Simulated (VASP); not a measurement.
# ZnCu (P4/mmm) in VASP: further runs

Runs on ZnCu. Level: PBE. Tasks: single point.

Program: VASP 6.6.1. These are calculated values, not measurements. Logs are shortened: lines on timing, memory, paths and dates and some standing lists are left out, and cuts for length are marked.

**1. The cell of the first run**

The structure is tetragonal, space group P4/mmm (No. 123). Conventional cell: a = 2.985 Å, b = 2.985 Å, c = 2.866 Å, α = 90.00°, β = 90.00°, γ = 90.00°. Zn (site symmetry 4/mmm) has 8 Cu at 2.55 Å and 6 Zn at 2.87 to 2.99 Å within 3.4 Å. Within 3.4 Å of Cu (site symmetry 4/mmm) lie 8 Zn at 2.55 Å and 6 Cu at 2.87 to 2.99 Å.

**2. Single point, PBE**

The input, INCAR:

```
ALGO = Fast ; EDIFF = 1E-6
ENCUT = 520 ; GGA = PE
ISIF = 2 ; ISMEAR = 0
LASPH = T ; LCHARG = F
LREAL = F ; LWAVE = F
NBANDS = 18 ; NELM = 100
PREC = Accurate ; SIGMA = 0.15
```

The input, KPOINTS:

```
k-points
0
Gamma
  18 18 18
```

The input, POSCAR:

```
ZnCu
1.0
    2.9853474795      0.0000000000      0.0000000000
    0.0000000000      2.9853474795      0.0000000000
    0.0000000000      0.0000000000      2.8659335803
Zn Cu
1 1
Direct
    0.5000000000      0.5000000000      0.5000000000
    0.0000000000      0.0000000000      0.0000000000
```

Potentials or basis: VASP PAW PBE potentials, release 64 (Zn, Cu).

On the command line:

```bash
$ cat potpaw_PBE.64/Zn/POTCAR potpaw_PBE.64/Cu/POTCAR > POTCAR
$ mpirun -np 1 vasp_std > vasp.out
```

OUTCAR:

```text
EDIFF = 1E-6
   ENCUT = 520
   GGA = PE
   ISIF = 2
   ISMEAR = 0
   LASPH = T
   LREAL = F
   NELM = 100
   PREC = Accurate

 ion  position               nearest neighbor table
   1  0.500  0.500  0.500-   2 2.55   2 2.55   2 2.55   2 2.55   2 2.55   2 2.55   2 2.55   2 2.55

   2  0.000  0.000  0.000-   1 2.55   1 2.55   1 2.55   1 2.55   1 2.55   1 2.55   1 2.55   1 2.55

  LATTYP: Found a simple tetragonal cell.
 ALAT       =     2.9853474795
 C/A-ratio  =     0.9600000000

  Lattice vectors:

 A1 = (   2.9853474795,   0.0000000000,   0.0000000000)
 A2 = (   0.0000000000,   2.9853474795,   0.0000000000)
 A3 = (   0.0000000000,   0.0000000000,   2.8659335803)

Analysis of symmetry for initial positions (statically):
=====================================================================
 Subroutine PRICEL returns:
 Original cell was already a primitive cell.

 Routine SETGRP: Setting up the symmetry group for a
 simple tetragonal supercell.

 Subroutine GETGRP returns: Found 16 space group operations
 (whereof 16 operations were pure point group operations)
 out of a pool of 16 trial point group operations.

The static configuration has the point symmetry D_4h.

Analysis of symmetry for dynamics (positions and initial velocities):
=====================================================================
 Subroutine PRICEL returns:
 Original cell was already a primitive cell.

 Routine SETGRP: Setting up the symmetry group for a
 simple tetragonal supercell.

 Subroutine GETGRP returns: Found 16 space group operations
 (whereof 16 operations were pure point group operations)
 out of a pool of 16 trial point group operations.

The dynamic configuration has the point symmetry D_4h.

 Subroutine INISYM returns: Found 16 space group operations
 (whereof 16 operations are pure point group operations),
 and found     1 'primitive' translations

----------------------------------------------------------------------------------------

                                     Primitive cell

  volume of cell :      25.5421

  direct lattice vectors                    reciprocal lattice vectors
     2.985347480  0.000000000  0.000000000     0.334969382  0.000000000  0.000000000
     0.000000000  2.985347480  0.000000000     0.000000000  0.334969382  0.000000000
[... 81 lines left out ...]
   LSORBIT =      F    spin-orbit coupling
   LASPH  =      T    aspherical Exc in radial PAW
   ENCUT  =  520.0 eV  38.22 Ry    6.18 a.u.   5.55  5.55  5.33*2*pi/ulx,y,z
   NELM   =    100;   NELMIN=  2; NELMDL= -5     # of ELM steps
   EDIFF  = 0.1E-05   stopping-criterion for ELM
   LREAL  =      F    real-space projection
   EDIFFG = 0.1E-04   stopping-criterion for IOM
   NSW    =      0    number of steps for IOM
   IBRION =     -1    ionic relax: 0-MD 1-quasi-New 2-CG
   NFREE  =      0    steps in history (QN), initial steepest desc. (CG)
   ISIF   =      2    stress and relaxation
   ISYM   =      2    0-nonsym 1-usesym 2-fastsym
   POTIM  = 0.5000    time-step for ionic-motion
   TEBEG  =    0.0;   TEEND  =   0.0 temperature during run
   PSTRESS=    0.0 pullay stress
   NELECT =      23.0000    total number of electrons
   NUPDOWN=      -1.0000    fix difference up-down
   EMIN   =  10.00;   EMAX   =-10.00  energy-range for DOS
   EFERMI =   0.00;   METHOD = LEGACY
   ISMEAR =     0;   SIGMA  =   0.15  broadening in eV -4-tet -1-fermi 0-gaus
   EFERMI_NEDOS =   21; number of points for ismear=-14 and -15
   IALGO  =     68    algorithm
   IMIX   =      4    mixing-type and parameters
     AMIX     =   0.40;   BMIX     =  1.00
     AMIX_MAG =   1.60;   BMIX_MAG =  1.00
  volume/ion in A,a.u.               =      12.77        86.18
  Fermi-wavevector in a.u.,A,eV,Ry     =   1.580880  2.987429 34.003415  2.499180
  Thomas-Fermi vector in A             =   2.681040
   LORBIT       =      0    0 simple, 1 ext, 2 COOP (PROOUT), +10 PAW based schemes
   GGA     = PE    functional components
   LHFCALC =     F    Hartree Fock is set to
   AEXX    =    0.0000 exact exchange contribution
   IVDW    =     0    specifies the selected vdW correction
   LEPSILON=     F    determine dielectric tensor
   LRPA    =     F    only Hartree local field effects (RPA)
 non-spin polarized calculation
 RMM-DIIS sequential band-by-band and
 Gauss-broadening in eV      SIGMA  =   0.15
  energy-cutoff  :      520.00
  volume of cell :       25.54
 maximum number of plane-waves:       715
 NGX is ok and might be reduce to    24

 number of electron      23.0000017 magnetization

 Free energy of the ion-electron system (eV)
  ---------------------------------------------------
  ext. energy  EPLUGINS =         0.00000000
  ---------------------------------------------------
  free energy    TOTEN  =        -5.00922196 eV

  energy without entropy =       -5.00355794  energy(sigma->0) =       -5.00638995

 E-fermi :   5.5533     XC(G=0): -12.4015

 val. band max:        5.5486006380   @ k =   0.3333   0.3333   0.5000
 cond. band min:       5.5535257968   @ k =   0.3333   0.2222   0.1111
 fundamental gap:      0.0049251588
 Fermi energy:         5.5533320755

 k-point     1 :       0.0000    0.0000    0.0000
  band No.  band energies     occupation
      1      -4.7974      2.00000
      2      -2.3231      2.00000
      3      -2.2984      2.00000
      4      -1.6483      2.00000
      5      -1.5928      2.00000
      6      -1.5928      2.00000
[... 481 lines left out ...]
      5      -1.6306      2.00000
      6      -1.5656      2.00000
[... 10 lines left out ...]
     17      20.2373      0.00000
     18      22.2376      0.00000

 [... further k-points ...]

------------------------ aborting loop because EDIFF is reached ----------------------------------------

  FORCE on cell =-STRESS in cart. coord.  units (eV):
  Direction    XX          YY          ZZ          XY          YZ          ZX
  --------------------------------------------------------------------------------------
  -------------------------------------------------------------------------------------
  Total        0.4967541      0.4967541      0.6373080      0.0000000      0.0000000      0.0000000
  in kB       31.1599076     31.1599076     39.9764324      0.0000000      0.0000000      0.0000000
  external PRESSURE =      34.0987492 kB  Pullay stress =       0.0000000 kB

 VOLUME and BASIS-vectors are now :
 -----------------------------------------------------------------------------
  energy-cutoff  :      520.00
  volume of cell :       25.54
      direct lattice vectors                 reciprocal lattice vectors
     2.985347480  0.000000000  0.000000000     0.334969382  0.000000000  0.000000000
     0.000000000  2.985347480  0.000000000     0.000000000  0.334969382  0.000000000
     0.000000000  0.000000000  2.865933580     0.000000000  0.000000000  0.348926439

 POSITION                                       TOTAL-FORCE (eV/Angst)
 -----------------------------------------------------------------------------------
      1.49267      1.49267      1.43297         0.000000      0.000000      0.000000
      0.00000      0.00000      0.00000         0.000000      0.000000      0.000000
 -----------------------------------------------------------------------------------
    total drift:                                0.000000      0.000000     -0.000000

  FREE ENERGIE OF THE ION-ELECTRON SYSTEM (eV)
  ---------------------------------------------------
  free  energy   TOTEN  =        -5.0092219626 eV

  energy  without entropy=       -5.0035579443  energy(sigma->0) =       -5.00638995
```

Run time: 2.1 min. Hardware: 1 thread of AMD EPYC 9R45 (Zen 5), shared host; peak memory 0.33 GiB.

Results:

```yaml
Free_energy: -5.0092 eV
Pressure: 3.4 GPa
Band_gap_on_the_k_mesh: zero (an odd number of electrons rules out a gap without spin polarisation)
```

Caveat: the cell stands under pressure.

**3. Single point, PBE**

This run uses another cell than the first one, of the same volume but with other edges.

The input, INCAR:

```
PREC = Accurate
ENCUT = 520
EDIFF = 1E-6
ISMEAR = 0
SIGMA = 0.15
LREAL = F
LASPH = T
NELM = 60
ALGO = Fast
ISIF = 2
LWAVE = F
LCHARG = F
GGA = PE
NBANDS = 18
```

The input, KPOINTS:

```
regular mesh
0
Gamma
  18 18 18
```

The input, POSCAR:

```
ZnCu
1.0
    2.8974916923      0.0000000000      0.0000000000
    0.0000000000      2.8974916923      0.0000000000
    0.0000000000      0.0000000000      3.0423662770
Zn Cu
1 1
Direct
    0.5000000000      0.5000000000      0.5000000000
    0.0000000000      0.0000000000      0.0000000000
```

Potentials or basis: VASP PAW PBE potentials, release 64 (Zn, Cu).

On the command line:

```bash
$ cat potpaw_PBE.64/Zn/POTCAR potpaw_PBE.64/Cu/POTCAR > POTCAR
$ mpirun -np 1 vasp_std > vasp.out
```

Run time: 1.9 min. Hardware: 1 thread of AMD EPYC 9R45 (Zen 5), shared host; peak memory 0.33 GiB.

The run converged. Its results:

```yaml
Free_energy: -5.0094 eV
Pressure: 3.0 GPa
Band_gap_on_the_k_mesh: zero (an odd number of electrons rules out a gap without spin polarisation)
```

Stress tensor (GPa, compression positive):
```
3.13 0.00 0.00
0.00 3.13 0.00
0.00 0.00 2.76
```

Levels at points of the mesh, in eV from the Fermi level:
```
           k point  band 9  band 10  band 11  band 12  band 13  band 14  band 15  band 16
(0.00, 0.00, 0.00)   -2.74    -2.74    -2.69     5.14     6.82     6.82    10.41    11.72
(0.50, 0.00, 0.00)   -3.39    -3.22    -2.82    -1.89    10.89    11.43    12.41    12.85
(0.50, 0.50, 0.00)   -2.92    -2.43    -1.66    -1.66     2.08     2.47    13.16    14.71
(0.00, 0.00, 0.50)   -3.21    -3.21    -2.75    -2.21    11.93    11.93    12.63    12.63
(0.50, 0.00, 0.50)   -2.84    -2.52    -2.03    -1.93     1.62     1.96    14.38    15.95
(0.50, 0.50, 0.50)   -2.52    -2.42     3.89     4.29     4.29     4.39     4.39     4.50
```

Caveat: the cell stands under pressure.

The gap in the log of VASP goes by the Fermi energy; the results here count the filled bands.